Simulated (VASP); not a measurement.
# PrScO (P4/mmm) in VASP: further runs, part 2 of 2

VASP 6.6.1.

## Step 3: Single point, PBE (20.05 Å³/atom)

This run uses another cell than the first one, of 20.05 Å³/atom.

Contents of INCAR:

```
PREC = Accurate ; ENCUT = 600
EDIFF = 1E-6 ; ISMEAR = 0
SIGMA = 0.1 ; LREAL = False
LASPH = True ; NELM = 200
ALGO = Normal ; ISIF = 2
LWAVE = False ; LCHARG = False
GGA = PE ; NBANDS = 21
GGA_COMPAT = False ; LMAXMIX = 6
```

Contents of KPOINTS:

```
regular mesh
0
Gamma
  10 10 8
```

Contents of POSCAR:

```
PrScO
1.0
    3.7661977371      0.0000000000      0.0000000000
    0.0000000000      3.7661977371      0.0000000000
    0.0000000000      0.0000000000      4.2397890839
Pr Sc O
1 1 1
Direct
    0.0000000000      0.0000000000      0.5000000000
    0.5000000000      0.5000000000      0.0000000000
    0.5000000000      0.5000000000      0.5000000000
```

Potentials or basis: VASP PAW PBE potentials, release 64 (Pr_3, Sc_sv, O), 4f in core.

On the command line:

```
> cat potpaw_PBE.64/Pr_3/POTCAR potpaw_PBE.64/Sc_sv/POTCAR potpaw_PBE.64/O/POTCAR > POTCAR
> mpirun -np 1 vasp_std > vasp.out
```

OUTCAR:

```text
PREC = Accurate
   ENCUT = 600
   EDIFF = 1E-6
   ISMEAR = 0
   LREAL = False
   LASPH = True
   NELM = 200
   ISIF = 2
   GGA = PE

 ion  position               nearest neighbor table
   1  0.000  0.000  0.500-   3 2.66   3 2.66   3 2.66   3 2.66   2 3.40   2 3.40   2 3.40   2 3.40
                             2 3.40   2 3.40   2 3.40   2 3.40
   2  0.500  0.500  0.000-   3 2.12   3 2.12   1 3.40   1 3.40   1 3.40   1 3.40   1 3.40   1 3.40
                             1 3.40   1 3.40
   3  0.500  0.500  0.500-   2 2.12   2 2.12   1 2.66   1 2.66   1 2.66   1 2.66

  LATTYP: Found a simple tetragonal cell.
 ALAT       =     3.7661977371
 C/A-ratio  =     1.1257478709

  Lattice vectors:

 A1 = (   3.7661977371,   0.0000000000,   0.0000000000)
 A2 = (   0.0000000000,   3.7661977371,   0.0000000000)
 A3 = (   0.0000000000,   0.0000000000,   4.2397890839)

Analysis of symmetry for initial positions (statically):
=====================================================================
 Subroutine PRICEL returns:
 Original cell was already a primitive cell.

 Routine SETGRP: Setting up the symmetry group for a
 simple tetragonal supercell.

 Subroutine GETGRP returns: Found 16 space group operations
 (whereof 16 operations were pure point group operations)
 out of a pool of 16 trial point group operations.

The static configuration has the point symmetry D_4h.

Analysis of symmetry for dynamics (positions and initial velocities):
=====================================================================
 Subroutine PRICEL returns:
 Original cell was already a primitive cell.

 Routine SETGRP: Setting up the symmetry group for a
 simple tetragonal supercell.

 Subroutine GETGRP returns: Found 16 space group operations
 (whereof 16 operations were pure point group operations)
 out of a pool of 16 trial point group operations.

The dynamic configuration has the point symmetry D_4h.

 Subroutine INISYM returns: Found 16 space group operations
 (whereof 16 operations are pure point group operations),
 and found     1 'primitive' translations
[... 110 lines left out ...]
   EMIN   =  10.00;   EMAX   =-10.00  energy-range for DOS
   EFERMI =   0.00;   METHOD = LEGACY
   ISMEAR =     0;   SIGMA  =   0.10  broadening in eV -4-tet -1-fermi 0-gaus
   EFERMI_NEDOS =   21; number of points for ismear=-14 and -15
   IALGO  =     38    algorithm
   IMIX   =      4    mixing-type and parameters
     AMIX     =   0.40;   BMIX     =  1.00
     AMIX_MAG =   1.60;   BMIX_MAG =  1.00
  volume/ion in A,a.u.               =      20.05       135.28
  Fermi-wavevector in a.u.,A,eV,Ry     =   1.268851  2.397781 21.905152  1.609983
  Thomas-Fermi vector in A             =   2.401924
   LORBIT       =      0    0 simple, 1 ext, 2 COOP (PROOUT), +10 PAW based schemes
   GGA     = PE    functional components
   LHFCALC =     F    Hartree Fock is set to
   AEXX    =    0.0000 exact exchange contribution
   IVDW    =     0    specifies the selected vdW correction
   LEPSILON=     F    determine dielectric tensor
   LRPA    =     F    only Hartree local field effects (RPA)
 non-spin polarized calculation
 Gauss-broadening in eV      SIGMA  =   0.10
  energy-cutoff  :      600.00
  volume of cell :       60.14
 maximum number of plane-waves:      2037
   NGX = 15   NGY = 15   NGZ = 17

 number of electron      28.0000007 magnetization

 Free energy of the ion-electron system (eV)
  ---------------------------------------------------
  ext. energy  EPLUGINS =         0.00000000
  ---------------------------------------------------
  free energy    TOTEN  =       -21.86937508 eV

  energy without entropy =      -21.86457389  energy(sigma->0) =      -21.86697448

 E-fermi :   4.7327     XC(G=0): -10.4155

 val. band max:        4.6905336130   @ k =   0.1000   0.1000   0.5000
 cond. band min:       4.7626132911   @ k =   0.3000   0.3000   0.2500
 fundamental gap:      0.0720796781
 Fermi energy:         4.7327443438

 k-point     1 :       0.0000    0.0000    0.0000
  band No.  band energies     occupation
      1     -44.9142      2.00000
      2     -31.6803      2.00000
      3     -23.6256      2.00000
      4     -23.5381      2.00000
      5     -23.5381      2.00000
      6     -14.7345      2.00000
[... 565 lines left out ...]
     20       7.8776      0.00000
     21       8.9461      0.00000

 [... further k-points ...]
[... 5 lines left out ...]
  --------------------------------------------------------------------------------------
  -------------------------------------------------------------------------------------
  Total       -0.8993639     -0.8993639     -0.5796845      0.0000000      0.0000000     -0.0000000
  in kB      -23.9604814    -23.9604814    -15.4437140      0.0000000      0.0000000     -0.0000000
  external PRESSURE =     -21.1215589 kB  Pullay stress =       0.0000000 kB

 VOLUME and BASIS-vectors are now :
 -----------------------------------------------------------------------------
  energy-cutoff  :      600.00
  volume of cell :       60.14
      direct lattice vectors                 reciprocal lattice vectors
     3.766197737  0.000000000  0.000000000     0.265519781  0.000000000  0.000000000
     0.000000000  3.766197737  0.000000000     0.000000000  0.265519781  0.000000000
     0.000000000  0.000000000  4.239789084     0.000000000  0.000000000  0.235860789

 POSITION                                       TOTAL-FORCE (eV/Angst)
 -----------------------------------------------------------------------------------
      0.00000      0.00000      2.11989         0.000000      0.000000      0.000000
      1.88310      1.88310      0.00000         0.000000      0.000000      0.000000
      1.88310      1.88310      2.11989         0.000000      0.000000      0.000000
 -----------------------------------------------------------------------------------
    total drift:                                0.000000      0.000000     -0.000000

  FREE ENERGIE OF THE ION-ELECTRON SYSTEM (eV)
  ---------------------------------------------------
  free  energy   TOTEN  =       -21.8693750802 eV

  energy  without entropy=      -21.8645738889  energy(sigma->0) =      -21.86697448
```

Wall time 66 s (1 thread of Intel Xeon 6975P-C (Granite Rapids), shared host); peak memory 0.31 GiB.

What came out:

- Free energy: -21.8694 eV
- Pressure: -2.1 GPa
- Band gap on the k mesh: zero (bands 14 and 15 overlap by 1.28 eV)

Stress tensor (GPa, compression positive):
```
-2.40  0.00  0.00
 0.00 -2.40  0.00
 0.00  0.00 -1.54
```

Levels at points of the mesh, in eV from the Fermi level:
```tsv
k point	band 10	band 11	band 12	band 13	band 14	band 15	band 16	band 17	band 18	band 19
(0.00, 0.00, 0.00)	-4.42	-4.32	-4.32	-3.50	-1.72	1.01	1.01	1.73	1.76	2.34
(0.50, 0.00, 0.00)	-5.90	-5.41	-4.64	-1.15	-0.49	1.09	1.66	1.92	1.95	2.39
(0.50, 0.50, 0.00)	-4.40	-4.40	-4.35	-1.41	-0.73	-0.73	2.19	2.78	2.78	2.87
(0.00, 0.00, 0.50)	-6.13	-4.63	-4.63	-1.52	-0.51	0.27	1.53	1.99	1.99	2.33
(0.50, 0.00, 0.50)	-6.36	-6.16	-5.71	-1.81	0.41	1.11	1.73	2.80	2.96	3.03
(0.50, 0.50, 0.50)	-6.04	-4.70	-4.70	-0.99	-0.99	0.48	2.48	2.48	2.90	3.07
```

Caveat: spin-orbit coupling is left out, which moves the levels of the heavy elements; the 4f electrons are frozen in the core, so they carry no moment and show no levels; the run has no spin polarisation, though such a crystal can be magnetic. With open d or f shells a metallic result of PBE can be an artefact of self-interaction; +U or a hybrid may open a gap.

## Step 4: Single point, PBE (20.63 Å³/atom)

This run uses another cell than the first one, of 20.63 Å³/atom.

Contents of INCAR:

```
SYSTEM = PrScO
  PREC = Accurate
  ENCUT = 600
  EDIFF = 1E-6
  ISMEAR = 0
  SIGMA = 0.1
  LREAL = .FALSE.
  LASPH = .TRUE.
  NELM = 200
  ALGO = Normal
  ISIF = 2
  LWAVE = .FALSE.
  LCHARG = .FALSE.
  GGA = PE
  NBANDS = 21
  GGA_COMPAT = .FALSE.
  LMAXMIX = 6
```

Contents of KPOINTS:

```
regular mesh
0
G
  10 10 8
  0 0 0
```

Contents of POSCAR:

```
PrScO
1.0
    3.8140459080      0.0000000000      0.0000000000
    0.0000000000      3.8140459080      0.0000000000
    0.0000000000      0.0000000000      4.2544879388
Pr Sc O
1 1 1
Direct
    0.0000000000      0.0000000000      0.5000000000
    0.5000000000      0.5000000000      0.0000000000
    0.5000000000      0.5000000000      0.5000000000
```

On the command line:

```
> cat potpaw_PBE.64/Pr_3/POTCAR potpaw_PBE.64/Sc_sv/POTCAR potpaw_PBE.64/O/POTCAR > POTCAR
> mpirun -np 1 vasp_std > vasp.out
```

It took 74 s on 1 thread of Intel Xeon 6975P-C (Granite Rapids), shared host; peak memory 0.32 GiB.

Results (log left out):

| Property | Result |
| --- | --- |
| Free energy | -21.8342 eV |
| Pressure | -4.1 GPa |
| Band gap on the k mesh | zero (bands 14 and 15 overlap by 1.18 eV) |

Stress tensor (GPa, compression positive):
```
-4.39  0.00  0.00
 0.00 -4.39  0.00
 0.00  0.00 -3.58
```

Levels at points of the mesh, in eV from the Fermi level:
```
           k point  band 10  band 11  band 12  band 13  band 14  band 15  band 16  band 17  band 18  band 19
(0.00, 0.00, 0.00)    -4.38    -4.28    -4.28    -3.46    -1.66     1.00     1.00     1.63     1.65     2.32
(0.50, 0.00, 0.00)    -5.79    -5.29    -4.57    -1.14    -0.52     1.09     1.61     1.87     1.91     2.28
(0.50, 0.50, 0.00)    -4.40    -4.40    -4.30    -1.37    -0.65    -0.65     2.02     2.68     2.68     2.77
(0.00, 0.00, 0.50)    -6.06    -4.59    -4.59    -1.53    -0.45     0.29     1.35     1.90     1.90     2.25
(0.50, 0.00, 0.50)    -6.26    -6.04    -5.59    -1.79     0.38     1.03     1.72     2.69     2.87     2.97
(0.50, 0.50, 0.50)    -5.96    -4.70    -4.70    -0.98    -0.98     0.47     2.46     2.46     2.79     2.89
```

Caveat: the cell stands under tension; spin-orbit coupling is left out, which moves the levels of the heavy elements; the 4f electrons are frozen in the core, so they carry no moment and show no levels; the run has no spin polarisation, though such a crystal can be magnetic.

## Step 5: Single point, PBE (21.41 Å³/atom)

This run uses another cell than the first one, of 21.41 Å³/atom.

Contents of INCAR:

```
PREC = Accurate
ENCUT = 600
EDIFF = 1E-6
ISMEAR = 0
SIGMA = 0.1
LREAL = False
LASPH = True
NELM = 200
ALGO = Normal
ISIF = 2
LWAVE = False
LCHARG = False
GGA = PE
NBANDS = 21
GGA_COMPAT = False
LMAXMIX = 6
```

Contents of KPOINTS:

```
regular mesh
0
Gamma
  10 10 8
```

Contents of POSCAR:

```
PrScO
1.0
    3.8793784292      0.0000000000      0.0000000000
    0.0000000000      3.8793784292      0.0000000000
    0.0000000000      0.0000000000      4.2675798487
Pr Sc O
1 1 1
Direct
    0.0000000000      0.0000000000      0.5000000000
    0.5000000000      0.5000000000      0.0000000000
    0.5000000000      0.5000000000      0.5000000000
```

On the command line:

```
> cat potpaw_PBE.64/Pr_3/POTCAR potpaw_PBE.64/Sc_sv/POTCAR potpaw_PBE.64/O/POTCAR > POTCAR
> mpirun -np 1 vasp_std > vasp.out
```

It took 57 s on 1 thread of Intel Xeon 6975P-C (Granite Rapids), shared host; peak memory 0.33 GiB.

The run converged. Its results:

| Property | Result |
| --- | --- |
| Free energy | -21.7565 eV |
| Pressure | -6.3 GPa |
| Band gap on the k mesh | zero (bands 14 and 15 overlap by 1.05 eV) |

Stress tensor (GPa, compression positive):
```
-6.51  0.00  0.00
 0.00 -6.51  0.00
 0.00  0.00 -5.75
```

Levels at points of the mesh, in eV from the Fermi level:
```csv
k point,band 12,band 13,band 14,band 15,band 16,band 17
"(0.00, 0.00, 0.00)",-4.23,-3.42,-1.58,0.99,0.99,1.46
"(0.50, 0.00, 0.00)",-4.48,-1.13,-0.54,1.09,1.54,1.82
"(0.50, 0.50, 0.00)",-4.23,-1.34,-0.55,-0.55,1.78,2.55
"(0.00, 0.00, 0.50)",-4.54,-1.53,-0.38,0.32,1.14,1.77
"(0.50, 0.00, 0.50)",-5.44,-1.77,0.33,0.94,1.71,2.55
"(0.50, 0.50, 0.50)",-4.69,-0.96,-0.96,0.46,2.45,2.45
```

Caveat: the cell stands under tension; spin-orbit coupling is left out, which moves the levels of the heavy elements; the 4f electrons are frozen in the core, so they carry no moment and show no levels; the run has no spin polarisation, though such a crystal can be magnetic. Spin polarisation is off, so any magnetic state and its effect on volume and gap are missing.

## Step 6: The runs side by side

```csv
cell,k mesh,gap on the mesh (eV),pressure (GPa)
"a = 3.163, b = 3.163, c = 5.502 Å, 3 atoms, atomic positions A",12 × 12 × 6,none,0.2
"a = 3.766, b = 3.766, c = 4.240 Å, 3 atoms, atomic positions B",10 × 10 × 8,none,-2.1
"a = 3.814, b = 3.814, c = 4.254 Å, 3 atoms, atomic positions B",10 × 10 × 8,none,-4.1
"a = 3.879, b = 3.879, c = 4.268 Å, 3 atoms, atomic positions B",10 × 10 × 8,none,-6.3
```

Alike in all rows: task single point; level PBE; potentials or basis VASP PAW PBE potentials, release 64 (Pr_3, Sc_sv, O), 4f in core; no spin polarisation; cutoff (eV) 600; smearing gaussian 0.1 eV.

Caveats: spin-orbit coupling is left out, which moves the levels of the heavy elements; the 4f electrons are frozen in the core, so they carry no moment and show no levels; the run has no spin polarisation, though such a crystal can be magnetic; the cell stands under tension (at least some runs).

Total energies depend on the potentials used, so only differences within one code and one set of settings carry meaning.

The gap in the log of VASP goes by the Fermi energy; the results here count the filled bands.